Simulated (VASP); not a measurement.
# Na2Cl (Cmmm) in VASP: single point with LDA

Aim: the single point of Na2Cl with LDA.

Everything below comes from runs of VASP 6.6.1. Logs are shortened: lines on timing, memory, paths and dates and some standing lists are left out, and cuts for length are marked.

**1. The cell of the first run**

It takes space group Cmmm (No. 65, orthorhombic). The conventional cell has a = 6.432 Å, b = 13.264 Å, c = 4.027 Å, α = 90.00°, β = 90.00°, γ = 90.00°. Within 4.3 Å of Na (site symmetry mmm) lie 10 Na at 3.29 to 4.03 Å and 4 Cl at 3.85 Å. Within 3.8 Å of Na (site symmetry mmm) lie 4 Cl at 2.92 Å and 4 Na at 3.79 Å. Na (site symmetry m2m) has 6 Cl at 2.78 to 3.83 Å and 9 Na at 3.29 to 4.14 Å within 4.2 Å. Cl (site symmetry m2m) has 10 Na at 2.78 to 3.85 Å and 5 Cl at 4.02 to 4.23 Å within 4.3 Å.

**2. Single point, LDA**

Input file INCAR:

```
  PREC = Accurate
  ENCUT = 520
  EDIFF = 1E-7
  ISMEAR = 1
  SIGMA = 0.1
  LREAL = False
  LASPH = True
  NELM = 80
  ALGO = Normal
  ISIF = 2
  LWAVE = False
  LCHARG = False
  NBANDS = 30
```

Input file KPOINTS:

```
regular mesh
0
Gamma
  4 4 6
```

Input file POSCAR:

```
Na2Cl
1.0
    3.2157930000     -6.6318660000      0.0000000000
    3.2157930000      6.6318660000      0.0000000000
    0.0000000000      0.0000000000      4.0273770000
Na Cl
4 2
Direct
    0.5000000000      0.5000000000      0.0000000000
    0.0000000000      0.0000000000      0.5000000000
    0.6964060000      0.3035940000      0.5000000000
    0.3035940000      0.6964060000      0.5000000000
    0.1593530000      0.8406470000      0.0000000000
    0.8406470000      0.1593530000      0.0000000000
```

Potentials or basis: VASP PAW LDA potentials, release 64 (Na_pv, Cl).

The run is started by

```sh
$ cat potpaw_LDA.64/Na_pv/POTCAR potpaw_LDA.64/Cl/POTCAR > POTCAR
$ mpirun -np 1 vasp_std > vasp.out
```

OUTCAR:

```text
PREC = Accurate
   ENCUT = 520
   EDIFF = 1E-7
   ISMEAR = 1
   LREAL = False
   LASPH = True
   NELM = 80
   ISIF = 2

 ion  position               nearest neighbor table
   1  0.500  0.500  0.000-
   2  0.000  0.000  0.500-
   3  0.696  0.304  0.500-
   4  0.304  0.696  0.500-
   5  0.159  0.841  0.000-
   6  0.841  0.159  0.000-

  LATTYP: Found a base centered orthorhombic cell.
 ALAT       =     6.4315860000
 B/A-ratio  =     2.0622801281
 C/A-ratio  =     0.6261872266

  Lattice vectors:

 A1 = (   3.2157930000,  -6.6318660000,   0.0000000000)
 A2 = (   3.2157930000,   6.6318660000,   0.0000000000)
 A3 = (   0.0000000000,   0.0000000000,   4.0273770000)

Analysis of symmetry for initial positions (statically):
=====================================================================
 Subroutine PRICEL returns:
 Original cell was already a primitive cell.

 Routine SETGRP: Setting up the symmetry group for a
 base centered orthorhombic supercell.

 Subroutine GETGRP returns: Found  8 space group operations
 (whereof  8 operations were pure point group operations)
 out of a pool of  8 trial point group operations.

The static configuration has the point symmetry D_2h.

Analysis of symmetry for dynamics (positions and initial velocities):
=====================================================================
 Subroutine PRICEL returns:
 Original cell was already a primitive cell.

 Routine SETGRP: Setting up the symmetry group for a
 base centered orthorhombic supercell.

 Subroutine GETGRP returns: Found  8 space group operations
 (whereof  8 operations were pure point group operations)
 out of a pool of  8 trial point group operations.

The dynamic configuration has the point symmetry D_2h.

 Subroutine INISYM returns: Found  8 space group operations
 (whereof  8 operations are pure point group operations),
 and found     1 'primitive' translations

----------------------------------------------------------------------------------------

                                     Primitive cell

  volume of cell :     171.7814

  direct lattice vectors                    reciprocal lattice vectors
     3.215793000 -6.631866000  0.000000000     0.155482645 -0.075393562  0.000000000
     3.215793000  6.631866000  0.000000000     0.155482645  0.075393562  0.000000000
     0.000000000  0.000000000  4.027377000     0.000000000  0.000000000  0.248300569

  length of vectors
     7.370411879  7.370411879  4.027377000     0.172797691  0.172797691  0.248300569

  position of ions in fractional coordinates (direct lattice)
     0.500000000  0.500000000  0.000000000
     0.000000000  0.000000000  0.500000000
     0.696406000  0.303594000  0.500000000
     0.303594000  0.696406000  0.500000000
     0.159353000  0.840647000  0.000000000
     0.840647000  0.159353000  0.000000000

  ion indices of the primitive-cell ions
   primitive index   ion index
                 1           1
                 2           2
                 3           3
                 4           4
                 5           5
                 6           6

----------------------------------------------------------------------------------------

 KPOINTS: regular mesh

Automatic generation of k-mesh.
 Grid dimensions read from file:
 generate k-points for:    4    4    6

 Generating k-lattice:

  Cartesian coordinates                     Fractional coordinates (reciprocal lattice)
     0.038870661 -0.018848390  0.000000000     0.250000000  0.000000000  0.000000000
     0.038870661  0.018848390  0.000000000     0.000000000  0.250000000  0.000000000
     0.000000000  0.000000000  0.041383428     0.000000000  0.000000000  0.166666667

  Length of vectors
     0.043199423  0.043199423  0.041383428

  Shift w.r.t. Gamma in fractional coordinates (k-lattice)
     0.000000000  0.000000000  0.000000000

 Subroutine IBZKPT returns following result:
 ===========================================

 Found     28 irreducible k-points:

 Following reciprocal coordinates:
            Coordinates               Weight
  0.000000  0.000000  0.000000      1.000000
  0.250000  0.000000  0.000000      4.000000
  0.500000  0.000000  0.000000      2.000000
  0.250000  0.250000  0.000000      2.000000
  0.500000  0.250000  0.000000      4.000000
 -0.250000  0.250000  0.000000      2.000000
[... 16 lines left out ...]
  0.250000  0.000000  0.500000      4.000000
  0.500000  0.000000  0.500000      2.000000
 [... further k-points ...]
   k-points           NKPTS =     28   k-points in BZ     NKDIM =     28   number of bands    NBANDS=     30
   number of dos      NEDOS =    301   number of ions     NIONS =      6
   total plane-waves  NPLWV =  94080
   dimension x,y,z NGX =    56 NGY =   56 NGZ =   30
   dimension x,y,z NGXF=   112 NGYF=  112 NGZF=   60
   ions per type =               4   2
   NGX,Y,Z   is equivalent  to a cutoff of  12.63, 12.63, 12.38 a.u.
   NGXF,Y,Z  is equivalent  to a cutoff of  25.26, 25.26, 24.77 a.u.
 SYSTEM =  unknown system
   PREC   = accura    normal or accurate (medium, high low for compatibility)
   ISTART =      0    job   : 0-new  1-cont  2-samecut
   ICHARG =      2    charge: 1-file 2-atom 10-const
   ISPIN  =      1    spin polarized calculation?
   LNONCOLLINEAR =      F non collinear calculations
   LSORBIT =      F    spin-orbit coupling
   LASPH  =      T    aspherical Exc in radial PAW
   ENCUT  =  520.0 eV  38.22 Ry    6.18 a.u.  13.70 13.70  7.49*2*pi/ulx,y,z
   NELM   =     80;   NELMIN=  2; NELMDL= -5     # of ELM steps
   EDIFF  = 0.1E-06   stopping-criterion for ELM
   LREAL  =      F    real-space projection
   EDIFFG = 0.1E-05   stopping-criterion for IOM
   NSW    =      0    number of steps for IOM
   IBRION =     -1    ionic relax: 0-MD 1-quasi-New 2-CG
   NFREE  =      0    steps in history (QN), initial steepest desc. (CG)
   ISIF   =      2    stress and relaxation
   ISYM   =      2    0-nonsym 1-usesym 2-fastsym
   POTIM  = 0.5000    time-step for ionic-motion
   TEBEG  =    0.0;   TEEND  =   0.0 temperature during run
   PSTRESS=    0.0 pullay stress
   NELECT =      42.0000    total number of electrons
   NUPDOWN=      -1.0000    fix difference up-down
   EMIN   =  10.00;   EMAX   =-10.00  energy-range for DOS
   EFERMI =   0.00;   METHOD = LEGACY
   ISMEAR =     1;   SIGMA  =   0.10  broadening in eV -4-tet -1-fermi 0-gaus
   EFERMI_NEDOS =   21; number of points for ismear=-14 and -15
   IALGO  =     38    algorithm
   IMIX   =      4    mixing-type and parameters
     AMIX     =   0.40;   BMIX     =  1.00
     AMIX_MAG =   1.60;   BMIX_MAG =  1.00
  volume/ion in A,a.u.               =      28.63       193.21
  Fermi-wavevector in a.u.,A,eV,Ry     =   1.023684  1.934482 14.257937  1.047929
  Thomas-Fermi vector in A             =   2.157431
   LORBIT       =      0    0 simple, 1 ext, 2 COOP (PROOUT), +10 PAW based schemes
   GGA     = CA    functional components
   LHFCALC =     F    Hartree Fock is set to
   AEXX    =    0.0000 exact exchange contribution
   IVDW    =     0    specifies the selected vdW correction
   LEPSILON=     F    determine dielectric tensor
   LRPA    =     F    only Hartree local field effects (RPA)
 non-spin polarized calculation
 Methfessel and Paxton  Order N= 1 SIGMA  =   0.10
  energy-cutoff  :      520.00
  volume of cell :      171.78
 maximum number of plane-waves:      4653
 NGX is ok and might be reduce to    56
   NGX = 27   NGY = 27   NGZ = 15

 number of electron      41.9999986 magnetization

 Free energy of the ion-electron system (eV)
  ---------------------------------------------------
  ext. energy  EPLUGINS =         0.00000000
  ---------------------------------------------------
  free energy    TOTEN  =       -16.16211496 eV

  energy without entropy =      -16.16162232  energy(sigma->0) =      -16.16195075

 E-fermi :   1.8850     XC(G=0):  -7.6465

 val. band max:        1.8271395984   @ k =   0.5000   0.2500   0.0000
 cond. band min:       1.8912861954   @ k =   0.5000   0.0000   0.0000
 fundamental gap:      0.0641465970
 Fermi energy:         1.8850499180

 k-point     1 :       0.0000    0.0000    0.0000
  band No.  band energies     occupation
      1     -23.7156      2.00000
      2     -23.6879      2.00000
      3     -23.6654      2.00000
      4     -23.6615      2.00000
      5     -23.6577      2.00000
      6     -23.6573      2.00000
[... 22 lines left out ...]
     29       7.8559      0.00000
     30       8.4057      0.00000

 k-point     2 :       0.2500    0.0000    0.0000
  band No.  band energies     occupation
      1     -23.7121      2.00000
      2     -23.6928      2.00000
      3     -23.6649      2.00000
      4     -23.6621      2.00000
      5     -23.6574      2.00000
      6     -23.6562      2.00000
[... 22 lines left out ...]
     29       7.5410      0.00000
     30       8.1615      0.00000

 k-point     3 :       0.5000    0.0000    0.0000
  band No.  band energies     occupation
      1     -23.7030      2.00000
      2     -23.7030      2.00000
      3     -23.6637      2.00000
      4     -23.6633      2.00000
      5     -23.6570      2.00000
      6     -23.6554      2.00000
[... 22 lines left out ...]
     29       7.5000      0.00000
     30       7.9003      0.00000

 k-point     4 :       0.2500    0.2500    0.0000
  band No.  band energies     occupation
      1     -23.7030      2.00000
      2     -23.7030      2.00000
      3     -23.6637      2.00000
      4     -23.6633      2.00000
      5     -23.6571      2.00000
      6     -23.6553      2.00000
[... 616 lines left out ...]
     29       6.9977      0.00000
     30       7.2381      0.00000

 k-point    23 :       0.2500    0.0000    0.5000
  band No.  band energies     occupation
      1     -23.7110      2.00000
      2     -23.6920      2.00000
      3     -23.6766      2.00000
      4     -23.6741      2.00000
      5     -23.6555      2.00000
      6     -23.6527      2.00000
[... 22 lines left out ...]
     29       6.9017      0.00000
     30       7.2038      0.00000

 k-point    24 :       0.5000    0.0000    0.5000
  band No.  band energies     occupation
      1     -23.7020      2.00000
      2     -23.7020      2.00000
      3     -23.6761      2.00000
      4     -23.6746      2.00000
      5     -23.6545      2.00000
      6     -23.6528      2.00000
[... 22 lines left out ...]
     29       6.9153      0.00000
     30       7.1697      0.00000

 [... further k-points ...]

------------------------ aborting loop because EDIFF is reached ----------------------------------------

  FORCE on cell =-STRESS in cart. coord.  units (eV):
  Direction    XX          YY          ZZ          XY          YZ          ZX
  --------------------------------------------------------------------------------------
  -------------------------------------------------------------------------------------
  Total       -0.9650844     -1.7937286     -2.3594928      0.0000000      0.0000000      0.0000000
  in kB       -9.0011869    -16.7298175    -22.0066089      0.0000000      0.0000000      0.0000000
  external PRESSURE =     -15.9125378 kB  Pullay stress =       0.0000000 kB

 VOLUME and BASIS-vectors are now :
 -----------------------------------------------------------------------------
  energy-cutoff  :      520.00
  volume of cell :      171.78
      direct lattice vectors                 reciprocal lattice vectors
     3.215793000 -6.631866000  0.000000000     0.155482645 -0.075393562  0.000000000
     3.215793000  6.631866000  0.000000000     0.155482645  0.075393562  0.000000000
     0.000000000  0.000000000  4.027377000     0.000000000  0.000000000  0.248300569

 POSITION                                       TOTAL-FORCE (eV/Angst)
 -----------------------------------------------------------------------------------
      3.21579      0.00000      0.00000        -0.000000     -0.000000      0.000000
      0.00000      0.00000      2.01369         0.000000     -0.000000      0.000000
      3.21579     -2.60508      2.01369         0.000000     -0.218768     -0.000000
      3.21579      2.60508      2.01369         0.000000      0.218768      0.000000
      3.21579      4.51825      0.00000         0.000000      0.057234     -0.000000
      3.21579     -4.51825      0.00000         0.000000     -0.057234      0.000000
 -----------------------------------------------------------------------------------
    total drift:                                0.000000      0.000000      0.000000

  FREE ENERGIE OF THE ION-ELECTRON SYSTEM (eV)
  ---------------------------------------------------
  free  energy   TOTEN  =       -16.1621149635 eV

  energy  without entropy=      -16.1616223153  energy(sigma->0) =      -16.16195075
```

Run time: 3.6 min. Hardware: 1 thread of Intel Xeon 8259CL, shared host; peak memory 0.29 GiB.

Results:

- Free energy: -16.1621 eV
- Pressure: -1.6 GPa
- Largest force: 0.219 eV/Å
- Band gap on the k mesh: zero (bands 21 and 22 overlap by 0.70 eV)

Forces on the atoms (eV/Å):
```
Na   0.000  0.000  0.000
Na   0.000  0.000  0.000
Na   0.000 -0.219  0.000
Na   0.000  0.219  0.000
Cl   0.000  0.057  0.000
Cl   0.000 -0.057  0.000
```

Levels at points of the mesh, in eV from the Fermi level:
| k point | band 19 | band 20 | band 21 | band 22 | band 23 | band 24 |
| --- | --- | --- | --- | --- | --- | --- |
| (0.00, 0.00, 0.00) | -4.53 | -4.39 | -2.28 | 0.70 | 1.79 | 2.01 |
| (0.50, 0.00, 0.00) | -4.47 | -4.45 | -1.23 | 0.01 | 1.27 | 1.52 |
| (0.50, 0.50, 0.00) | -4.42 | -4.41 | -1.45 | -0.49 | 1.84 | 1.95 |
| (0.00, 0.00, 0.50) | -4.63 | -4.33 | 0.20 | 0.36 | 2.35 | 2.51 |
| (0.50, 0.00, 0.50) | -4.46 | -4.41 | -0.09 | 1.25 | 1.41 | 2.15 |
| (0.50, 0.50, 0.50) | -4.86 | -4.24 | 0.01 | 1.09 | 1.71 | 1.92 |

The gap in the log of VASP goes by the Fermi energy; the results here count the filled bands.